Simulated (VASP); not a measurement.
# Ru in VASP: relaxation of the atoms with LDA

Aim: the relaxation of the atoms of Ru with LDA.

Program: VASP 6.6.1. These are calculated values, not measurements. Logs are shortened: lines on timing, memory, paths and dates and some standing lists are left out, and cuts for length are marked.

### Step 1. The cell of the first run

The cell holds a slab with vacuum, 6 atoms: a = 2.674 Å, b = 2.674 Å, c = 25.566 Å, α = 90.00°, β = 90.00°, γ = 120.00°.

### Step 2. Relaxation of the atoms, LDA

INCAR reads:

```
SYSTEM = Ru
  PREC = Accurate
  ENCUT = 450
  EDIFF = 1E-7
  ISMEAR = 0
  SIGMA = 0.1
  LREAL = .FALSE.
  LASPH = .TRUE.
  NELM = 120
  ALGO = Normal
  ISIF = 2
  LWAVE = .FALSE.
  LCHARG = .FALSE.
  LDIPOL = .TRUE.
  IDIPOL = 3
  DIPOL = 0.5 0.5 0.500
  IBRION = 2
  NSW = 80
  EDIFFG = -0.02
  GGA_COMPAT = .FALSE.
  NELMIN = 4
  NELMDL = -8
```

KPOINTS reads:

```
regular mesh
0
G
  15 15 1
  0 0 0
```

POSCAR reads:

```
Ru
1.0
    2.6738874567      0.0000000000      0.0000000000
   -1.3369437283      2.3156544644      0.0000000000
    0.0000000000      0.0000000000     25.5660006391
Ru
6
Direct
    0.6666666667      0.3333333333      0.2933583592
    0.3333333333      0.6666666667      0.3760150155
    0.6666666667      0.3333333333      0.4586716718
    0.3333333333      0.6666666667      0.5413283282
    0.6666666667      0.3333333333      0.6239849845
    0.3333333333      0.6666666667      0.7066416408
```

Potentials or basis: VASP PAW LDA potentials, release 64 (Ru_pv).

Command:

```bash
> cat potpaw_LDA.64/Ru_pv/POTCAR > POTCAR
> mpirun -np 1 vasp_std > vasp.out
```

OUTCAR:

```text
SYSTEM = Ru
   PREC = Accurate
   ENCUT = 450
   EDIFF = 1E-7
   ISMEAR = 0
   LREAL = .FALSE.
   LASPH = .TRUE.
   NELM = 120
   ISIF = 2
   IBRION = 2
   NSW = 80
   EDIFFG = -0.02
   NELMIN = 4
   NELMDL = -8

 ion  position               nearest neighbor table
   1  0.667  0.333  0.293-   2 2.62   2 2.62   2 2.62
   2  0.333  0.667  0.376-   3 2.62   1 2.62   3 2.62   1 2.62   3 2.62   1 2.62
   3  0.667  0.333  0.459-   2 2.62   2 2.62   2 2.62   4 2.62   4 2.62   4 2.62
   4  0.333  0.667  0.541-   5 2.62   5 2.62   5 2.62   3 2.62   3 2.62   3 2.62
   5  0.667  0.333  0.624-   4 2.62   6 2.62   4 2.62   6 2.62   4 2.62   6 2.62
   6  0.333  0.667  0.707-   5 2.62   5 2.62   5 2.62

  LATTYP: Found a hexagonal cell.
 ALAT       =     2.6738874567
 C/A-ratio  =     9.5613600247

  Lattice vectors:

 A1 = (   2.6738874567,   0.0000000000,   0.0000000000)
 A2 = (  -1.3369437283,   2.3156544644,   0.0000000000)
 A3 = (   0.0000000000,   0.0000000000,  25.5660006391)

Analysis of symmetry for initial positions (statically):
=====================================================================
 Subroutine PRICEL returns:
 Original cell was already a primitive cell.

 Routine SETGRP: Setting up the symmetry group for a
 hexagonal supercell.

 Subroutine GETGRP returns: Found 12 space group operations
 (whereof 12 operations were pure point group operations)
 out of a pool of 24 trial point group operations.

The static configuration has the point symmetry D_3d.

Analysis of symmetry for dynamics (positions and initial velocities):
=====================================================================
 Subroutine PRICEL returns:
 Original cell was already a primitive cell.

 Routine SETGRP: Setting up the symmetry group for a
 hexagonal supercell.

 Subroutine GETGRP returns: Found 12 space group operations
 (whereof 12 operations were pure point group operations)
 out of a pool of 24 trial point group operations.

The dynamic configuration has the point symmetry D_3d.

 Subroutine INISYM returns: Found 12 space group operations
 (whereof 12 operations are pure point group operations),
 and found     1 'primitive' translations

----------------------------------------------------------------------------------------

                                     Primitive cell

  volume of cell :     158.2995

  direct lattice vectors                    reciprocal lattice vectors
     2.673887457  0.000000000  0.000000000     0.373987319  0.215921679  0.000000000
    -1.336943728  2.315654464  0.000000000     0.000000000  0.431843358  0.000000000
     0.000000000  0.000000000 25.566000639     0.000000000  0.000000000  0.039114448

  length of vectors
     2.673887457  2.673887457 25.566000639     0.431843358  0.431843358  0.039114448

  position of ions in fractional coordinates (direct lattice)
     0.666666667  0.333333333  0.293358359
     0.333333333  0.666666667  0.376015016
     0.666666667  0.333333333  0.458671672
     0.333333333  0.666666667  0.541328328
     0.666666667  0.333333333  0.623984984
     0.333333333  0.666666667  0.706641641

  ion indices of the primitive-cell ions
   primitive index   ion index
                 1           1
                 2           2
                 3           3
                 4           4
                 5           5
                 6           6

----------------------------------------------------------------------------------------

 KPOINTS: regular mesh

Automatic generation of k-mesh.
 Grid dimensions read from file:
 generate k-points for:   15   15    1

 Generating k-lattice:

  Cartesian coordinates                     Fractional coordinates (reciprocal lattice)
     0.024932488  0.014394779  0.000000000     0.066666667  0.000000000  0.000000000
     0.000000000  0.028789557  0.000000000     0.000000000  0.066666667  0.000000000
     0.000000000  0.000000000  0.039114448     0.000000000  0.000000000  1.000000000

  Length of vectors
     0.028789557  0.028789557  0.039114448

  Shift w.r.t. Gamma in fractional coordinates (k-lattice)
     0.000000000  0.000000000  0.000000000

 Subroutine IBZKPT returns following result:
 ===========================================

 Found     27 irreducible k-points:

 Following reciprocal coordinates:
            Coordinates               Weight
  0.000000  0.000000  0.000000      1.000000
  0.066667  0.000000  0.000000      6.000000
  0.133333  0.000000  0.000000      6.000000
  0.200000  0.000000  0.000000      6.000000
  0.266667  0.000000  0.000000      6.000000
  0.333333  0.000000  0.000000      6.000000
[... 16 lines left out ...]
  0.333333  0.200000  0.000000     12.000000
  0.400000  0.200000  0.000000      6.000000
 [... further k-points ...]
   k-points           NKPTS =     27   k-points in BZ     NKDIM =     27   number of bands    NBANDS=     50
   number of dos      NEDOS =    301   number of ions     NIONS =      6
   total plane-waves  NPLWV =  58320
   dimension x,y,z NGX =    18 NGY =   18 NGZ =  180
   dimension x,y,z NGXF=    36 NGYF=   36 NGZF=  360
   ions per type =               6
   NGX,Y,Z   is equivalent  to a cutoff of  11.19, 11.19, 11.70 a.u.
   NGXF,Y,Z  is equivalent  to a cutoff of  22.38, 22.38, 23.41 a.u.
 SYSTEM =  Ru
   PREC   = accura    normal or accurate (medium, high low for compatibility)
   ISTART =      0    job   : 0-new  1-cont  2-samecut
   ICHARG =      2    charge: 1-file 2-atom 10-const
   ISPIN  =      1    spin polarized calculation?
   LNONCOLLINEAR =      F non collinear calculations
   LSORBIT =      F    spin-orbit coupling
   LASPH  =      T    aspherical Exc in radial PAW
   ENCUT  =  450.0 eV  33.07 Ry    5.75 a.u.   4.62  4.62 44.22*2*pi/ulx,y,z
   NELM   =    120;   NELMIN=  4; NELMDL= -8     # of ELM steps
   EDIFF  = 0.1E-06   stopping-criterion for ELM
   LREAL  =      F    real-space projection
   EDIFFG = -.2E-01   stopping-criterion for IOM
   NSW    =     80    number of steps for IOM
   IBRION =      2    ionic relax: 0-MD 1-quasi-New 2-CG
   NFREE  =      1    steps in history (QN), initial steepest desc. (CG)
   ISIF   =      2    stress and relaxation
   ISYM   =      2    0-nonsym 1-usesym 2-fastsym
   POTIM  = 0.5000    time-step for ionic-motion
   TEBEG  =    0.0;   TEEND  =   0.0 temperature during run
   PSTRESS=    0.0 pullay stress
   NELECT =      84.0000    total number of electrons
   NUPDOWN=      -1.0000    fix difference up-down
   EMIN   =  10.00;   EMAX   =-10.00  energy-range for DOS
   EFERMI =   0.00;   METHOD = LEGACY
   ISMEAR =     0;   SIGMA  =   0.10  broadening in eV -4-tet -1-fermi 0-gaus
   EFERMI_NEDOS =   21; number of points for ismear=-14 and -15
   IALGO  =     38    algorithm
   IMIX   =      4    mixing-type and parameters
     AMIX     =   0.40;   BMIX     =  1.00
     AMIX_MAG =   1.60;   BMIX_MAG =  1.00
  volume/ion in A,a.u.               =      26.38       178.04
  Fermi-wavevector in a.u.,A,eV,Ry     =   1.325383  2.504611 23.900536  1.756640
  Thomas-Fermi vector in A             =   2.454848
   LORBIT       =      0    0 simple, 1 ext, 2 COOP (PROOUT), +10 PAW based schemes
   GGA     = CA    functional components
   LHFCALC =     F    Hartree Fock is set to
   AEXX    =    0.0000 exact exchange contribution
   IVDW    =     0    specifies the selected vdW correction
   LEPSILON=     F    determine dielectric tensor
   LRPA    =     F    only Hartree local field effects (RPA)
 conjugate gradient relaxation of ions
 non-spin polarized calculation
 Gauss-broadening in eV      SIGMA  =   0.10
  energy-cutoff  :      450.00
  volume of cell :      158.30
 maximum number of plane-waves:      3468
   NGX =  9   NGY =  9   NGZ = 89

--------------------------------------- Ionic step        1  -------------------------------------------

 number of electron      84.0000031 magnetization

 Free energy of the ion-electron system (eV)
  ---------------------------------------------------
  ext. energy  EPLUGINS =         0.00000000
  ---------------------------------------------------
  free energy    TOTEN  =       -61.66336930 eV

  energy without entropy =      -61.63652823  energy(sigma->0) =      -61.64994877

------------------------ aborting loop because EDIFF is reached ----------------------------------------

  FORCE on cell =-STRESS in cart. coord.  units (eV):
  Direction    XX          YY          ZZ          XY          YZ          ZX
  --------------------------------------------------------------------------------------
  -------------------------------------------------------------------------------------
  Total       -3.9693253     -3.9693253     -3.3404590     -0.0000000      0.0000000      0.0000000
  in kB      -40.1742333    -40.1742333    -33.8093676     -0.0000000      0.0000000      0.0000000
  external PRESSURE =     -38.0526114 kB  Pullay stress =       0.0000000 kB
[... 181 lines left out ...]
  FREE ENERGIE OF THE ION-ELECTRON SYSTEM (eV)
  ---------------------------------------------------
  free  energy   TOTEN  =       -61.7356146185 eV

  energy  without entropy=      -61.7124361770  energy(sigma->0) =      -61.72402540

 dipolmoment           0.000000      0.000000      0.000000 electrons x Angstroem

--------------------------------------- Ionic step        6  -------------------------------------------

 number of electron      84.0000037 magnetization

------------------------ aborting loop because EDIFF is reached ----------------------------------------

  FORCE on cell =-STRESS in cart. coord.  units (eV):
  Direction    XX          YY          ZZ          XY          YZ          ZX
  --------------------------------------------------------------------------------------
  -------------------------------------------------------------------------------------
  Total       -2.9601437     -2.9601437     -0.9335120     -0.0000000     -0.0000000     -0.0000000
  in kB      -29.9601306    -29.9601306     -9.4482375     -0.0000000     -0.0000000     -0.0000000
  external PRESSURE =     -23.1228329 kB  Pullay stress =       0.0000000 kB
[... 25 lines left out ...]
  energy  without entropy=      -61.7131254355  energy(sigma->0) =      -61.72474253

--------------------------------------- Ionic step        7  -------------------------------------------

 number of electron      84.0000036 magnetization

 dipolmoment           0.000000      0.000000     -0.000000 electrons x Angstroem

 Free energy of the ion-electron system (eV)
  ---------------------------------------------------
  ext. energy  EPLUGINS =         0.00000000
  ---------------------------------------------------
  free energy    TOTEN  =       -61.73761647 eV

  energy without entropy =      -61.71417839  energy(sigma->0) =      -61.72589743

 E-fermi :   4.0035     XC(G=0):  -8.0477

 val. band max:        3.9971273757   @ k =   0.1333   0.1333   0.0000
 cond. band min:       4.0104339028   @ k =   0.2667   0.0000   0.0000
 fundamental gap:      0.0133065271
 Fermi energy:         4.0034672908

 k-point     1 :       0.0000    0.0000    0.0000
  band No.  band energies     occupation
      1     -39.6568      2.00000
      2     -39.5429      2.00000
      3     -39.0859      2.00000
      4     -38.7171      2.00000
      5     -38.7171      2.00000
      6     -38.7145      2.00000
[... 1261 lines left out ...]
     49       9.6078      0.00000
     50       9.8757      0.00000

 [... further k-points ...]

------------------------ aborting loop because EDIFF is reached ----------------------------------------

 vacuum level on the upper side and lower side of the slab       (xc-potential included)        -0.009        -0.009

  FORCE on cell =-STRESS in cart. coord.  units (eV):
  Direction    XX          YY          ZZ          XY          YZ          ZX
  --------------------------------------------------------------------------------------
  -------------------------------------------------------------------------------------
  Total       -2.7799724     -2.7799724     -0.3308542     -0.0000000      0.0000000     -0.0000000
  in kB      -28.1365852    -28.1365852     -3.3486331     -0.0000000      0.0000000     -0.0000000
  external PRESSURE =     -19.8739345 kB  Pullay stress =       0.0000000 kB

 VOLUME and BASIS-vectors are now :
 -----------------------------------------------------------------------------
  energy-cutoff  :      450.00
  volume of cell :      158.30
      direct lattice vectors                 reciprocal lattice vectors
     2.673887457  0.000000000  0.000000000     0.373987319  0.215921679  0.000000000
    -1.336943728  2.315654464  0.000000000     0.000000000  0.431843358  0.000000000
     0.000000000  0.000000000 25.566000639     0.000000000  0.000000000  0.039114448
[... 12 lines left out ...]
  FREE ENERGIE OF THE ION-ELECTRON SYSTEM (eV)
  ---------------------------------------------------
  free  energy   TOTEN  =       -61.7376164673 eV

  energy  without entropy=      -61.7141783880  energy(sigma->0) =      -61.72589743

 reached required accuracy - stopping structural energy minimisation

 vacuum level on the upper side and lower side of the slab         9.399         9.399
```

Run time: 17 min. Hardware: 1 thread of AMD EPYC 7R43 (Zen 3), shared host; peak memory 0.22 GiB.

What came out:

```
Free energy                  : -61.7376 eV
Energy gained by relaxing    : 12.4 meV/atom
Ionic steps                  : 7
Largest force after relaxing : 0.017 eV/Å
Band gap on the k mesh       : zero (bands 42 and 43 overlap by 2.64 eV)
```

Forces in eV/Å, atoms in the order of the input:
```
Ru   0.000  0.000  0.008
Ru   0.000  0.000  0.011
Ru   0.000  0.000  0.017
Ru   0.000  0.000 -0.017
Ru   0.000  0.000 -0.011
Ru   0.000  0.000 -0.008
```

The path:
| step | energy change (eV) | largest force (eV/Å) | pressure (GPa) |
| --- | --- | --- | --- |
| 1 | 0.0000 | 0.8312 | -3.81 |
| 2 | -0.0693 | 0.1718 | -2.55 |
| 3 | -0.0693 | 0.1663 | -2.58 |
| 4 | -0.0722 | 0.0595 | -2.43 |
| 5 | -0.0722 | 0.0591 | -2.42 |
| 6 | -0.0730 | 0.0491 | -2.31 |
| 7 | -0.0742 | 0.0167 | -1.99 |

Final structure:
```yaml
crystal:
  lattice:
    - [2.67389, 0.00000, 0.00000]
    - [-1.33694, 2.31565, 0.00000]
    - [0.00000, 0.00000, 25.56600]
  atoms:
    - { symbol: Ru, position: [0.66667, 0.33333, 0.29567] }
    - { symbol: Ru, position: [0.33333, 0.66667, 0.37528] }
    - { symbol: Ru, position: [0.66667, 0.33333, 0.45789] }
    - { symbol: Ru, position: [0.33333, 0.66667, 0.54211] }
    - { symbol: Ru, position: [0.66667, 0.33333, 0.62472] }
    - { symbol: Ru, position: [0.33333, 0.66667, 0.70433] }
```
